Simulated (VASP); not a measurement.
A run of VASP 6.6.1 is set up as follows.

INCAR

```
SYSTEM = SnO
PREC = Accurate
ENCUT = 520
EDIFF = 1E-6
ISMEAR = 0
SIGMA = 0.15
LREAL = .False.
LASPH = .True.
NELM = 100
ALGO = Normal
ISIF = 2
LWAVE = .False.
LCHARG = .False.
GGA = CA
NBANDS = 28
```

Contents of KPOINTS:

```
Automatic mesh
0
Gamma
  10 10 8
  0 0 0
```

POSCAR

```
SnO
1.0
    3.8222000000      0.0000000000      0.0000000000
    0.0000000000      3.8222000000      0.0000000000
    0.0000000000      0.0000000000      4.6562290729
Sn O
2 2
Direct
    0.0000000000      0.5000000000      0.2455950842
    0.5000000000      0.0000000000      0.7544049158
    0.0000000000      0.0000000000      0.0000000000
    0.5000000000      0.5000000000      0.0000000000
```

Potentials or basis: VASP PAW LDA potentials, release 64 (Sn_d, O).

The run is started by

```sh
$ cat potpaw_LDA.64/Sn_d/POTCAR potpaw_LDA.64/O/POTCAR > POTCAR
$ mpirun -np 1 vasp_std > vasp.out
```

Question: Estimate the band gap on the k mesh.

Answer: Zero (band 20 reaches 7.09 eV, above the bottom of band 21 at 7.06 eV).

Question: Estimate the largest force.

Answer: 0.202 eV/Å.

Question: Estimate the pressure.

Answer: -2.7 GPa.

Stress tensor (GPa, compression positive):
```
-3.36  0.00  0.00
 0.00 -3.36  0.00
 0.00  0.00 -1.53
```

Caveat: spin-orbit coupling is left out, which moves the levels of the heavy elements.
